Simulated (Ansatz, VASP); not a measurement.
## Two plane-wave programs on FeCo

```
CELL_PARAMETERS angstrom
2.80067 0.00000 0.00000
0.00000 2.80067 0.00000
0.00000 0.00000 2.80067
ATOMIC_POSITIONS crystal
Fe 0.50000 0.50000 0.50000
Co 0.00000 0.00000 0.00000
```

Alike in both runs: task single point; functional PBEsol; k mesh 14 × 14 × 14; occupations fermi-dirac, width 0.1 eV; collinear spin.

|  | VASP | Ansatz |
| --- | --- | --- |
| version | VASP 6.6.1 | Ansatz 0.2.0 |
| potentials or method | VASP PAW PBE potentials, release 64 (Fe, Co) | PAW with Ansatz's default frozen-core files, scalar-relativistic |
| plane-wave cutoff (eV) | 600 | 420 |
| valence electrons in the cell | 17 | 33 |

|  | VASP | Ansatz | Ansatz less VASP |
| --- | --- | --- | --- |
| pressure (GPa) | -0.4 | 0.0 | +0.45 |
| net moment per atom (μB) | 2.21 | 2.22 | +0.007 |
| size of the moment on the site where the two differ most (μB) | 1.73 | 1.80 | +0.069 |

VASP's potentials were made for PBE, not for PBEsol. Site moments also hang on the region over which each program counts them. VASP's potentials hold 17 valence electrons a cell and Ansatz's 33, so a difference there can come from the potentials and not from the codes. Ansatz's warnings: optics on partly filled bands.
